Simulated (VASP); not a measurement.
Here is a VASP 6.6.1 calculation.

File POSCAR:

```
Sn
1.0
   -1.6551308167      1.6551308167      2.4826962251
    1.6551308167     -1.6551308167      2.4826962251
    1.6551308167      1.6551308167     -2.4826962251
Sn
1
Direct
    0.0000000000      0.0000000000      0.0000000000
```

File INCAR.step1:

```
ALGO = Normal
EDIFF = 1E-4
ENCUT = 520
GGA = PE
ISMEAR = 0
LASPH = True
LCHARG = False
LREAL = False
LWAVE = True
NBANDS = 13
NELM = 100
PREC = Accurate
SIGMA = 0.15
```

Contents of INCAR.step2:

```
ALGO = Normal
EDIFF = 1E-6
ENCUT = 520
ISIF = 2
ISMEAR = 0
ISTART = 1
LASPH = True
LCHARG = True
LELF = True
LMIXTAU = True
LREAL = False
LVHAR = True
LWAVE = False
METAGGA = R2SCAN
NBANDS = 13
NELM = 100
PREC = Accurate
SIGMA = 0.15
```

The input KPOINTS:

```
k-points
0
Gamma
  20 20 20
```

Potentials or basis: VASP PAW PBE potentials, release 64 (Sn_d).

Run with:

```console
$ cat potpaw_PBE.64/Sn_d/POTCAR > POTCAR
$ cp INCAR.step1 INCAR
$ mpirun -np 1 vasp_std > vasp.out
$ cp INCAR.step2 INCAR
$ mpirun -np 1 vasp_std > vasp.out
```

Q: What does it give for the pressure?

A: 0.2 GPa.

Q: Predict the band gap on the k mesh.

A: Zero (band 7 reaches 16.23 eV, above the bottom of band 8 at 5.77 eV).

Stress tensor (GPa, compression positive):
```
0.11 0.00 0.00
0.00 0.11 0.00
0.00 0.00 0.29
```

Caveat: the PAW data sets were made with another functional, which shifts forces and pressure a little; spin-orbit coupling is left out, which moves the levels of the heavy elements.
